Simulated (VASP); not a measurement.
# MgS (Fm-3m) in VASP: further runs, part 2 of 2

VASP 6.6.1. Earlier steps stand in the parts before.

### 4 Electric field gradients, LDA (volume scaled by 0.96)

Contents of INCAR:

```
PREC = Accurate ; ENCUT = 520
EDIFF = 1E-8 ; ISMEAR = -1
SIGMA = 0.01 ; LREAL = False
LASPH = True ; NELM = 60
ALGO = Normal ; ISIF = 2
LWAVE = False ; LCHARG = False
GGA = CA ; LEFG = True
NBANDS = 11
```

Contents of KPOINTS:

```
regular mesh
0
Gamma
  8 8 8
```

Contents of POSCAR:

```
MgS
1.0
    0.0000000000      2.5664882573      2.5664882573
    2.5664882573      0.0000000000      2.5664882573
    2.5664882573      2.5664882573      0.0000000000
Mg S
1 1
Direct
    0.0000000000      0.0000000000      0.0000000000
    0.5000000000      0.5000000000      0.5000000000
```

Potentials or basis: VASP PAW LDA potentials, release 64 (Mg, S).

On the command line:

```bash
cat potpaw_LDA.64/Mg/POTCAR potpaw_LDA.64/S/POTCAR > POTCAR
mpirun -np 1 vasp_std > vasp.out
```

OUTCAR:

```text
PREC = Accurate
   ENCUT = 520
   EDIFF = 1E-8
   ISMEAR = -1
   LREAL = False
   LASPH = True
   NELM = 60
   ISIF = 2
   GGA = CA

 ion  position               nearest neighbor table
   1  0.000  0.000  0.000-   2 2.57   2 2.57   2 2.57   2 2.57   2 2.57   2 2.57
   2  0.500  0.500  0.500-   1 2.57   1 2.57   1 2.57   1 2.57   1 2.57   1 2.57

  LATTYP: Found a face centered cubic cell.
 ALAT       =     5.1329765146

  Lattice vectors:

 A1 = (   0.0000000000,   2.5664882573,   2.5664882573)
 A2 = (   2.5664882573,   0.0000000000,   2.5664882573)
 A3 = (   2.5664882573,   2.5664882573,   0.0000000000)

Analysis of symmetry for initial positions (statically):
[... 545 lines left out ...]
  free  energy   TOTEN  =        -9.5917356988 eV

  energy  without entropy=       -9.5917356988  energy(sigma->0) =       -9.59173570

 Electric field gradients (V/A^2)
---------------------------------------------------------------------
 ion       V_xx      V_yy      V_zz      V_xy      V_xz      V_yz
---------------------------------------------------------------------
   1       0.000     0.000     0.000     0.000     0.000     0.000
   2       0.000     0.000     0.000    -0.000    -0.000    -0.000
---------------------------------------------------------------------

 Electric field gradients after diagonalization (V/A^2)
 (convention: |V_zz| > |V_xx| > |V_yy|)
----------------------------------------------------------------------
 ion       V_xx      V_yy      V_zz     asymmetry (V_yy - V_xx)/ V_zz
----------------------------------------------------------------------
   1      -0.000    -0.000     0.000       0.000
   2       0.000     0.000    -0.001       0.000
----------------------------------------------------------------------

           NMR quadrupolar parameters

 Cq : quadrupolar parameter    Cq=e*Q*V_zz/h
 eta: asymmetry parameters     (V_yy - V_xx)/ V_zz
 Q  : nuclear electric quadrupole moment in mb (millibarn)
----------------------------------------------------------------------
 ion       Cq(MHz)       eta       Q (mb)
----------------------------------------------------------------------
   1       0.000       0.000       1.000
   2      -0.000       0.000       1.000
----------------------------------------------------------------------
```

OSZICAR:

```text
N       E                     dE             d eps       ncg     rms          rms(c)
DAV:   1     0.193258465062E+02    0.19326E+02   -0.36442E+03   662   0.588E+02
DAV:   2    -0.881690747288E+01   -0.28143E+02   -0.27086E+02   811   0.104E+02
DAV:   3    -0.100095012679E+02   -0.11926E+01   -0.11905E+01   771   0.219E+01
DAV:   4    -0.100162780955E+02   -0.67768E-02   -0.67763E-02   753   0.196E+00
DAV:   5    -0.100163392473E+02   -0.61152E-04   -0.61150E-04   776   0.182E-01    0.460E+00
DAV:   6    -0.964522173352E+01    0.37112E+00   -0.79401E-01   722   0.347E+00    0.355E+00
DAV:   7    -0.959682011370E+01    0.48402E-01   -0.19448E-01   767   0.183E+00    0.219E+00
DAV:   8    -0.959211208798E+01    0.47080E-02   -0.11808E-02   716   0.594E-01    0.851E-01
DAV:   9    -0.959176473456E+01    0.34735E-03   -0.66865E-04   722   0.133E-01    0.362E-01
DAV:  10    -0.959174019287E+01    0.24542E-04   -0.69791E-05   780   0.400E-02    0.119E-01
DAV:  11    -0.959173567665E+01    0.45162E-05   -0.23163E-05   734   0.206E-02    0.165E-02
DAV:  12    -0.959173572181E+01   -0.45162E-07   -0.29860E-07   745   0.379E-03    0.123E-02
DAV:  13    -0.959173569948E+01    0.22325E-07   -0.67212E-08   746   0.127E-03    0.509E-04
DAV:  14    -0.959173569882E+01    0.66206E-09   -0.34014E-09   424   0.281E-04
   1 F= -.95917357E+01 E0= -.95917357E+01  d E =-.175231E-13
```

stdout:

```text
POSCAR found type information on POSCAR MgS
 POSCAR found :  2 types and       2 ions
 scaLAPACK will be used
 LDA part: xc-table for (Slater(with rela. corr.)+CA(PZ))
 , standard interpolation
 POSCAR, INCAR and KPOINTS ok, starting setup
 FFT: planning ... GRIDC
 FFT: planning ... GRID_SOFT
 FFT: planning ... GRID
 WAVECAR not read
 entering main loop
ion   1

ion   2
```

Wall time 5.4 s (1 thread of Intel Xeon 6975P-C (Granite Rapids), shared host); peak memory 0.14 GiB.

What came out:

```
Free energy            : -9.5917 eV
Pressure               : -0.8 GPa
Band gap on the k mesh : 2.64 eV, indirect (least direct gap 3.82 eV)
```

Levels at points of the mesh, in eV from the valence-band top:
| k point | band 2 | band 3 | band 4 | band 5 | band 6 | band 7 |
| --- | --- | --- | --- | --- | --- | --- |
| (0.00, 0.00, 0.00) | 0.00 | 0.00 | 0.00 | 3.82 | 7.81 | 7.81 |
| (0.50, 0.00, 0.00) | -5.13 | -0.64 | -0.64 | 4.44 | 6.79 | 6.79 |
| (0.50, 0.50, 0.00) | -4.47 | -1.80 | -1.80 | 2.64 | 4.12 | 12.20 |

Caveat: without QUAD_EFG the Cq values of the log hold for a quadrupole moment of 1 mb, not for the nuclei.

### 5 Electric field gradients, LDA (volume scaled by 0.96)

Contents of INCAR:

```
  PREC = Accurate
  ENCUT = 520
  EDIFF = 1E-8
  ISMEAR = -1
  SIGMA = 0.01
  LREAL = False
  LASPH = True
  NELM = 100
  ALGO = Normal
  ISIF = 2
  LWAVE = False
  LCHARG = False
  LEFG = True
  NBANDS = 11
```

KPOINTS is that of step 4.

POSCAR is that of step 4.

Potentials or basis: VASP PAW LDA potentials, release 64 (Mg, S).

On the command line:

```bash
cat potpaw_LDA.64/Mg/POTCAR potpaw_LDA.64/S/POTCAR > POTCAR
mpirun -np 1 vasp_std > vasp.out
```

OUTCAR:

```text
PREC = Accurate
   ENCUT = 520
   EDIFF = 1E-8
   ISMEAR = -1
   LREAL = False
   LASPH = True
   NELM = 100
   ISIF = 2

 ion  position               nearest neighbor table
   1  0.000  0.000  0.000-   2 2.57   2 2.57   2 2.57   2 2.57   2 2.57   2 2.57
   2  0.500  0.500  0.500-   1 2.57   1 2.57   1 2.57   1 2.57   1 2.57   1 2.57

  LATTYP: Found a face centered cubic cell.
 ALAT       =     5.1329765146

  Lattice vectors:

 A1 = (   0.0000000000,   2.5664882573,   2.5664882573)
 A2 = (   2.5664882573,   0.0000000000,   2.5664882573)
 A3 = (   2.5664882573,   2.5664882573,   0.0000000000)

Analysis of symmetry for initial positions (statically):
[... 546 lines left out ...]

  energy  without entropy=       -9.5917356988  energy(sigma->0) =       -9.59173570

 Electric field gradients (V/A^2)
---------------------------------------------------------------------
 ion       V_xx      V_yy      V_zz      V_xy      V_xz      V_yz
---------------------------------------------------------------------
   1       0.000     0.000     0.000     0.000     0.000     0.000
   2       0.000     0.000     0.000    -0.000    -0.000    -0.000
---------------------------------------------------------------------

 Electric field gradients after diagonalization (V/A^2)
 (convention: |V_zz| > |V_xx| > |V_yy|)
----------------------------------------------------------------------
 ion       V_xx      V_yy      V_zz     asymmetry (V_yy - V_xx)/ V_zz
----------------------------------------------------------------------
   1      -0.000    -0.000     0.000       0.000
   2       0.000     0.000    -0.001       0.000
----------------------------------------------------------------------

           NMR quadrupolar parameters

 Cq : quadrupolar parameter    Cq=e*Q*V_zz/h
 eta: asymmetry parameters     (V_yy - V_xx)/ V_zz
 Q  : nuclear electric quadrupole moment in mb (millibarn)
----------------------------------------------------------------------
 ion       Cq(MHz)       eta       Q (mb)
----------------------------------------------------------------------
   1       0.000       0.000       1.000
   2      -0.000       0.000       1.000
----------------------------------------------------------------------
```

OSZICAR:

```text
N       E                     dE             d eps       ncg     rms          rms(c)
DAV:   1     0.193258465062E+02    0.19326E+02   -0.36442E+03   662   0.588E+02
DAV:   2    -0.881690747288E+01   -0.28143E+02   -0.27086E+02   811   0.104E+02
DAV:   3    -0.100095012679E+02   -0.11926E+01   -0.11905E+01   771   0.219E+01
DAV:   4    -0.100162780955E+02   -0.67768E-02   -0.67763E-02   753   0.196E+00
DAV:   5    -0.100163392473E+02   -0.61152E-04   -0.61150E-04   776   0.182E-01    0.460E+00
DAV:   6    -0.964522173352E+01    0.37112E+00   -0.79401E-01   722   0.347E+00    0.355E+00
DAV:   7    -0.959682011370E+01    0.48402E-01   -0.19448E-01   767   0.183E+00    0.219E+00
DAV:   8    -0.959211208798E+01    0.47080E-02   -0.11808E-02   716   0.594E-01    0.851E-01
DAV:   9    -0.959176473456E+01    0.34735E-03   -0.66865E-04   722   0.133E-01    0.362E-01
DAV:  10    -0.959174019287E+01    0.24542E-04   -0.69791E-05   780   0.400E-02    0.119E-01
DAV:  11    -0.959173567665E+01    0.45162E-05   -0.23163E-05   734   0.206E-02    0.165E-02
DAV:  12    -0.959173572181E+01   -0.45162E-07   -0.29860E-07   745   0.379E-03    0.123E-02
DAV:  13    -0.959173569948E+01    0.22325E-07   -0.67212E-08   746   0.127E-03    0.509E-04
DAV:  14    -0.959173569882E+01    0.66206E-09   -0.34014E-09   424   0.281E-04
   1 F= -.95917357E+01 E0= -.95917357E+01  d E =-.175231E-13
```

Run time: 5.4 s. Hardware: 1 thread of Intel Xeon 6975P-C (Granite Rapids), shared host; peak memory 0.14 GiB.

Results:

```yaml
Free_energy: -9.5917 eV
Pressure: -0.8 GPa
Band_gap_on_the_k_mesh: 2.64 eV, indirect (least direct gap 3.82 eV)
```

Caveat: without QUAD_EFG the Cq values of the log hold for a quadrupole moment of 1 mb, not for the nuclei.
